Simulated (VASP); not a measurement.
# C (Fmmm) in VASP: notebook

The runs below take C through single point, relaxation of cell and atoms, with PBE.

All numbers are computed with VASP 6.6.1; they aren't measurements. Logs are shortened: lines on timing, memory, paths and dates and some standing lists are left out, and cuts for length are marked.

**1. The cell of the first run**

The structure is orthorhombic, space group Fmmm (No. 69). Conventional cell: a = 2.466 Å, b = 4.272 Å, c = 8.588 Å, α = 90.00°, β = 90.00°, γ = 90.00°. Within 1.9 Å of C (site symmetry m2m) lie 3 C at 1.42 Å.

**2. Single point, PBE**

File INCAR:

```
PREC     = Accurate       # precision mode
ENCUT    = 520            # plane-wave cutoff, eV
EDIFF    = 1E-7           # SCF threshold, eV
ISMEAR   = 0              # smearing method
SIGMA    = 0.02           # smearing width, eV
LREAL    = False          # projectors in reciprocal space
LASPH    = True           # aspherical terms in the spheres
NELM     = 100            # most SCF steps
ALGO     = Normal         # electronic algorithm
ISIF     = 2              # what is computed and relaxed
LWAVE    = False          # write WAVECAR
LCHARG   = True           # write CHGCAR
GGA      = PE             # functional
LELF     = True           # ELF
LVHAR    = True         
NBANDS   = 11             # bands
```

File KPOINTS:

```
Automatic mesh
0
Gamma
  14 14 14
```

File POSCAR:

```
C
1.0
    0.0000000000      2.1360192257      4.2938514682
    1.2332305928      0.0000000000      4.2938514682
    1.2332305928      2.1360192257      0.0000000000
C
2
Direct
    0.1666721641      0.8333278359      0.1666721641
    0.8333278359      0.1666721641      0.8333278359
```

Potentials or basis: VASP PAW PBE potentials, release 64 (C).

Run with:

```console
$ cat potpaw_PBE.64/C/POTCAR > POTCAR
$ mpirun -np 1 vasp_std > vasp.out
```

OUTCAR:

```text
PREC = Accurate
   ENCUT = 520
   EDIFF = 1E-7
   ISMEAR = 0
   LREAL = False
   LASPH = True
   NELM = 100
   ISIF = 2
   GGA = PE

 ion  position               nearest neighbor table
   1  0.167  0.833  0.167-   2 1.42   2 1.42   2 1.42
   2  0.833  0.167  0.833-   1 1.42   1 1.42   1 1.42

  LATTYP: Found a face centered orthorhombic cell.
 ALAT       =     2.4664611856
 B/A-ratio  =     1.7320517656
 C/A-ratio  =     3.4817912346

  Lattice vectors:

 A1 = (   0.0000000000,   2.1360192257,   4.2938514682)
 A2 = (   1.2332305928,   0.0000000000,   4.2938514682)
 A3 = (   1.2332305928,   2.1360192257,   0.0000000000)

Analysis of symmetry for initial positions (statically):
=====================================================================
 Subroutine PRICEL returns:
 Original cell was already a primitive cell.

 Routine SETGRP: Setting up the symmetry group for a
 face centered orthorhombic supercell.

 Subroutine GETGRP returns: Found  8 space group operations
 (whereof  8 operations were pure point group operations)
 out of a pool of  8 trial point group operations.

The static configuration has the point symmetry D_2h.

Analysis of symmetry for dynamics (positions and initial velocities):
=====================================================================
 Subroutine PRICEL returns:
 Original cell was already a primitive cell.

 Routine SETGRP: Setting up the symmetry group for a
 face centered orthorhombic supercell.

 Subroutine GETGRP returns: Found  8 space group operations
 (whereof  8 operations were pure point group operations)
 out of a pool of  8 trial point group operations.

The dynamic configuration has the point symmetry D_2h.

 Subroutine INISYM returns: Found  8 space group operations
 (whereof  8 operations are pure point group operations),
 and found     1 'primitive' translations

----------------------------------------------------------------------------------------

                                     Primitive cell

  volume of cell :      22.6218

  direct lattice vectors                    reciprocal lattice vectors
     0.000000000  2.136019226  4.293851468    -0.405439180  0.234080290  0.116445574
     1.233230593  0.000000000  4.293851468     0.405439180 -0.234080290  0.116445574
     1.233230593  2.136019226  0.000000000     0.405439180  0.234080290 -0.116445574

  length of vectors
     4.795804267  4.467439773  2.466462209     0.482425209  0.482425209  0.482425209

  position of ions in fractional coordinates (direct lattice)
     0.166672164  0.833327836  0.166672164
     0.833327836  0.166672164  0.833327836

  ion indices of the primitive-cell ions
   primitive index   ion index
                 1           1
                 2           2

----------------------------------------------------------------------------------------

 KPOINTS: Automatic mesh

Automatic generation of k-mesh.
 Grid dimensions read from file:
 generate k-points for:   14   14   14

 Generating k-lattice:

  Cartesian coordinates                     Fractional coordinates (reciprocal lattice)
    -0.028959941  0.016720021  0.008317541     0.071428571  0.000000000  0.000000000
     0.028959941 -0.016720021  0.008317541     0.000000000  0.071428571  0.000000000
     0.028959941  0.016720021 -0.008317541     0.000000000  0.000000000  0.071428571

  Length of vectors
     0.034458944  0.034458944  0.034458944

  Shift w.r.t. Gamma in fractional coordinates (k-lattice)
     0.000000000  0.000000000  0.000000000

 Subroutine IBZKPT returns following result:
 ===========================================

 Found    428 irreducible k-points:

 Following reciprocal coordinates:
            Coordinates               Weight
  0.000000  0.000000  0.000000      1.000000
  0.071429  0.000000  0.000000      8.000000
  0.142857  0.000000  0.000000      8.000000
  0.214286  0.000000  0.000000      8.000000
  0.285714  0.000000  0.000000      8.000000
  0.357143  0.000000  0.000000      8.000000
[... 16 lines left out ...]
  0.214286  0.142857  0.000000      8.000000
  0.285714  0.142857  0.000000      8.000000
 [... further k-points ...]
   k-points           NKPTS =    428   k-points in BZ     NKDIM =    428   number of bands    NBANDS=     11
   number of dos      NEDOS =    301   number of ions     NIONS =      2
   total plane-waves  NPLWV =  23328
   dimension x,y,z NGX =    36 NGY =   36 NGZ =   18
   dimension x,y,z NGXF=    72 NGYF=   72 NGZF=   36
   ions per type =               2
   NGX,Y,Z   is equivalent  to a cutoff of  12.48, 13.40, 12.13 a.u.
   NGXF,Y,Z  is equivalent  to a cutoff of  24.96, 26.79, 24.26 a.u.
 SYSTEM =  unknown system
   PREC   = accura    normal or accurate (medium, high low for compatibility)
   ISTART =      0    job   : 0-new  1-cont  2-samecut
   ICHARG =      2    charge: 1-file 2-atom 10-const
   ISPIN  =      1    spin polarized calculation?
   LNONCOLLINEAR =      F non collinear calculations
   LSORBIT =      F    spin-orbit coupling
   LASPH  =      T    aspherical Exc in radial PAW
   ENCUT  =  520.0 eV  38.22 Ry    6.18 a.u.   8.92  8.31  4.59*2*pi/ulx,y,z
   NELM   =    100;   NELMIN=  2; NELMDL= -5     # of ELM steps
   EDIFF  = 0.1E-06   stopping-criterion for ELM
   LREAL  =      F    real-space projection
   EDIFFG = 0.1E-05   stopping-criterion for IOM
   NSW    =      0    number of steps for IOM
   IBRION =     -1    ionic relax: 0-MD 1-quasi-New 2-CG
   NFREE  =      0    steps in history (QN), initial steepest desc. (CG)
   ISIF   =      2    stress and relaxation
   ISYM   =      2    0-nonsym 1-usesym 2-fastsym
   POTIM  = 0.5000    time-step for ionic-motion
   TEBEG  =    0.0;   TEEND  =   0.0 temperature during run
   PSTRESS=    0.0 pullay stress
   NELECT =       8.0000    total number of electrons
   NUPDOWN=      -1.0000    fix difference up-down
   EMIN   =  10.00;   EMAX   =-10.00  energy-range for DOS
   EFERMI =   0.00;   METHOD = LEGACY
   ISMEAR =     0;   SIGMA  =   0.02  broadening in eV -4-tet -1-fermi 0-gaus
   EFERMI_NEDOS =   21; number of points for ismear=-14 and -15
   IALGO  =     38    algorithm
   IMIX   =      4    mixing-type and parameters
     AMIX     =   0.40;   BMIX     =  1.00
     AMIX_MAG =   1.60;   BMIX_MAG =  1.00
  volume/ion in A,a.u.               =      11.31        76.33
  Fermi-wavevector in a.u.,A,eV,Ry     =   1.157700  2.187736 18.235469  1.340269
  Thomas-Fermi vector in A             =   2.294309
   LORBIT       =      0    0 simple, 1 ext, 2 COOP (PROOUT), +10 PAW based schemes
   GGA     = PE    functional components
   LHFCALC =     F    Hartree Fock is set to
   AEXX    =    0.0000 exact exchange contribution
   IVDW    =     0    specifies the selected vdW correction
   LEPSILON=     F    determine dielectric tensor
   LRPA    =     F    only Hartree local field effects (RPA)
 non-spin polarized calculation
 Gauss-broadening in eV      SIGMA  =   0.02
  energy-cutoff  :      520.00
  volume of cell :       22.62
 maximum number of plane-waves:       625
   NGX = 17   NGY = 17   NGZ =  9

 number of electron       8.0000000 magnetization

 Free energy of the ion-electron system (eV)
  ---------------------------------------------------
  ext. energy  EPLUGINS =         0.00000000
  ---------------------------------------------------
  free energy    TOTEN  =       -18.45396130 eV

  energy without entropy =      -18.45396130  energy(sigma->0) =      -18.45396130

 E-fermi :   2.3310     XC(G=0):  -8.6773

 val. band max:        2.2558436756   @ k =   0.5000  -0.1429   0.3571
 cond. band min:       3.2898478083   @ k =  -0.0714   0.2857   0.2857
 fundamental gap:      1.0340041326
 Fermi energy:         2.3309653256

 k-point     1 :       0.0000    0.0000    0.0000
  band No.  band energies     occupation
      1     -16.7884      2.00000
      2      -4.6330      2.00000
      3      -0.2999      2.00000
      4      -0.2998      2.00000
      5       5.8096      0.00000
      6      11.0458      0.00000
      7      11.0534      0.00000
      8      14.1565      0.00000
      9      15.2315      0.00000
     10      19.2680      0.00000
     11      25.2472      0.00000

 k-point     2 :       0.0714    0.0000    0.0000
  band No.  band energies     occupation
      1     -16.6675      2.00000
      2      -4.4970      2.00000
      3      -0.7840      2.00000
      4      -0.5529      2.00000
      5       5.9942      0.00000
      6      11.1087      0.00000
      7      11.5628      0.00000
      8      13.7351      0.00000
      9      15.4543      0.00000
     10      19.2428      0.00000
     11      25.6405      0.00000

 k-point     3 :       0.1429    0.0000    0.0000
  band No.  band energies     occupation
      1     -16.3052      2.00000
      2      -4.0909      2.00000
      3      -2.0514      2.00000
      4      -1.1803      2.00000
      5       6.5467      0.00000
      6      11.1126      0.00000
      7      12.5749      0.00000
      8      12.9660      0.00000
      9      16.1786      0.00000
     10      19.1724      0.00000
     11      26.3191      0.00000

 k-point     4 :       0.2143    0.0000    0.0000
  band No.  band energies     occupation
      1     -15.7051      2.00000
      2      -3.7560      2.00000
      3      -3.4219      2.00000
      4      -1.9395      2.00000
      5       7.4595      0.00000
      6      10.9028      0.00000
      7      10.9274      0.00000
      8      14.9770      0.00000
      9      17.3266      0.00000
     10      19.0606      0.00000
     11      24.2003      0.00000
[... 239 lines left out ...]
 k-point    22 :       0.1429    0.1429    0.0000
  band No.  band energies     occupation
      1     -16.7823      2.00000
      2      -4.7257      2.00000
      3      -0.3002      2.00000
      4      -0.2997      2.00000
      5       6.2361      0.00000
      6      11.0461      0.00000
      7      11.0515      0.00000
      8      14.1581      0.00000
      9      15.2287      0.00000
     10      17.9577      0.00000
     11      25.2371      0.00000

 k-point    23 :       0.2143    0.1429    0.0000
  band No.  band energies     occupation
      1     -16.6586      2.00000
      2      -4.6280      2.00000
      3      -0.7846      2.00000
      4      -0.5529      2.00000
      5       6.6212      0.00000
      6      11.1066      0.00000
      7      11.5626      0.00000
      8      13.7412      0.00000
      9      15.4488      0.00000
     10      17.4899      0.00000
     11      25.6178      0.00000

 k-point    24 :       0.2857    0.1429    0.0000
  band No.  band energies     occupation
      1     -16.2944      2.00000
      2      -4.2496      2.00000
      3      -2.0528      2.00000
      4      -1.1803      2.00000
      5       7.3537      0.00000
      6      11.1084      0.00000
      7      12.5932      0.00000
      8      12.9658      0.00000
      9      16.1614      0.00000
     10      17.2230      0.00000
     11      26.2094      0.00000

 [... further k-points ...]
[... 5 lines left out ...]
  --------------------------------------------------------------------------------------
  -------------------------------------------------------------------------------------
  Total        0.0781920      0.0778241     -0.0020644      0.0000000      0.0000000      0.0000000
  in kB        5.5379147      5.5118629     -0.1462074      0.0000000      0.0000000      0.0000000
  external PRESSURE =       3.6345234 kB  Pullay stress =       0.0000000 kB

 VOLUME and BASIS-vectors are now :
 -----------------------------------------------------------------------------
  energy-cutoff  :      520.00
  volume of cell :       22.62
      direct lattice vectors                 reciprocal lattice vectors
     0.000000000  2.136019226  4.293851468    -0.405439180  0.234080290  0.116445574
     1.233230593  0.000000000  4.293851468     0.405439180 -0.234080290  0.116445574
     1.233230593  2.136019226  0.000000000     0.405439180  0.234080290 -0.116445574

 POSITION                                       TOTAL-FORCE (eV/Angst)
 -----------------------------------------------------------------------------------
      1.23323      0.71203      4.29385         0.000000     -0.000458      0.000000
      1.23323      3.56001      4.29385         0.000000      0.000458      0.000000
 -----------------------------------------------------------------------------------
    total drift:                                0.000000      0.000000      0.000000

  FREE ENERGIE OF THE ION-ELECTRON SYSTEM (eV)
  ---------------------------------------------------
  free  energy   TOTEN  =       -18.4539612963 eV

  energy  without entropy=      -18.4539612963  energy(sigma->0) =      -18.45396130
```

Run time: 2 min. Hardware: 1 thread of Intel Xeon Platinum 8375C at 2.90GHz (Ice Lake), shared host; peak memory 0.21 GiB.

What came out:

```
Free energy            : -18.4540 eV
Pressure               : 0.4 GPa
Band gap on the k mesh : 1.03 eV, indirect (least direct gap 1.09 eV)
```

Stress tensor (GPa, compression positive):
```
 0.55  0.00  0.00
 0.00  0.55  0.00
 0.00  0.00 -0.01
```

**3. Relaxation of cell and atoms, PBE**

File INCAR:

```
  PREC = Accurate
  ENCUT = 600
  EDIFF = 1E-6
  ISMEAR = 0
  SIGMA = 0.02
  LREAL = F
  LASPH = T
  NELM = 100
  ALGO = Normal
  ISIF = 3
  LWAVE = F
  LCHARG = F
  GGA = PE
  IBRION = 2
  NSW = 100
  EDIFFG = -0.005
```

KPOINTS is that of step 2.

POSCAR is that of step 2.

Potentials or basis: VASP PAW PBE potentials, release 64 (C).

Run with:

```console
$ cat potpaw_PBE.64/C/POTCAR > POTCAR
$ mpirun -np 1 vasp_std > vasp.out
```

It took 25 min on 1 thread of Intel Xeon Platinum 8375C at 2.90GHz (Ice Lake), shared host; peak memory 0.22 GiB.

It converged, with:

```yaml
Free_energy: -18.4599 eV
Relaxed_volume: 10.61 Å³/atom
Relaxed_cell: a = 4.559 Å, b = 4.213 Å, c = 2.467 Å, α = 81.58°, β = 66.06°, γ = 32.36°
Space_group_after_relaxing_to_0.05_Å: Fmmm (No. 69)
Energy_gained_by_relaxing: 0.6 meV/atom
Ionic_steps: 34
Pressure_after_relaxing: 0.0 GPa
Band_gap_on_the_k_mesh: 0.93 eV, indirect (least direct gap 1.01 eV)
```

Stress tensor (GPa, compression positive):
```
-0.07  0.00  0.00
 0.00 -0.06  0.00
 0.00  0.00  0.07
```

Step by step:
```
step  energy change (eV)  largest force (eV/Å)  pressure (GPa)  volume (Å³)
   1              0.0000                0.0004            0.04        22.62
   2              0.0000                0.0019           -0.29        22.63
   3              0.0000                0.0009           -0.16        22.63
   4              0.0000                0.0001           -0.16        22.62
   5             -0.0001                0.0033           -0.20        22.58
   6             -0.0001                0.0096           -0.34        22.51
   7             -0.0003                0.0221           -0.57        22.37
   8             -0.0003                0.0213           -0.60        22.37
   9             -0.0003                0.0189           -0.57        22.35
  10             -0.0004                0.0140           -0.50        22.32
  11             -0.0004                0.0042           -0.37        22.26
  12             -0.0006                0.0153           -0.18        22.14
  13             -0.0007                0.0549            0.34        21.89
  14             -0.0008                0.0459            0.41        21.84
  15             -0.0009                0.0278            0.42        21.74
  16             -0.0010                0.0086            0.60        21.54
  17             -0.0010                0.0248            0.67        21.45
  18             -0.0011                0.0261            0.44        21.35
  19             -0.0012                0.0265            0.38        21.32
  20             -0.0012                0.0274            0.20        21.26
  21             -0.0012                0.0276            0.15        21.24
  22             -0.0012                0.0280            0.09        21.21
  23             -0.0012                0.0277            0.06        21.23
  24             -0.0012                0.0279            0.08        21.21
  25             -0.0012                0.0279            0.06        21.22
  26             -0.0012                0.0021            0.04        21.23
  27             -0.0012                0.0021            0.03        21.23
  28             -0.0012                0.0076            0.03        21.23
  29             -0.0012                0.0112            0.04        21.22
  30             -0.0012                0.0096            0.06        21.23
  31             -0.0012                0.0083            0.06        21.23
  32             -0.0012                0.0059            0.00        21.23
  33             -0.0012                0.0023           -0.07        21.23
  34             -0.0012                0.0003           -0.02        21.23
```

Final structure:
```
C
1.0
     0.00000    2.13625    4.02790
     1.23337    0.00000    4.02790
     1.23337    2.13625    0.00000
C
2
Direct
  0.16668 0.83332 0.16668
  0.83332 0.16668 0.83332
```

Levels at points of the mesh, in eV from the valence-band top:
```
           k point  band 1  band 2  band 3  band 4  band 5  band 6  band 7  band 8
(0.00, 0.00, 0.00)  -19.14   -6.84   -2.64   -2.64    3.67    8.70    8.72   11.81
(0.50, 0.00, 0.00)  -13.87  -12.83   -6.01   -1.95    2.07    7.77   12.03   12.57
(0.50, 0.50, 0.00)  -19.07   -7.54   -2.64   -2.63    7.54    8.70    8.71   12.26
(0.50, 0.00, 0.50)  -13.89  -12.84   -6.01   -1.73    2.39    7.81   11.04   11.32
(0.00, 0.50, 0.50)  -13.85  -12.81   -6.02   -2.17    1.79    7.72   13.13   14.81
```
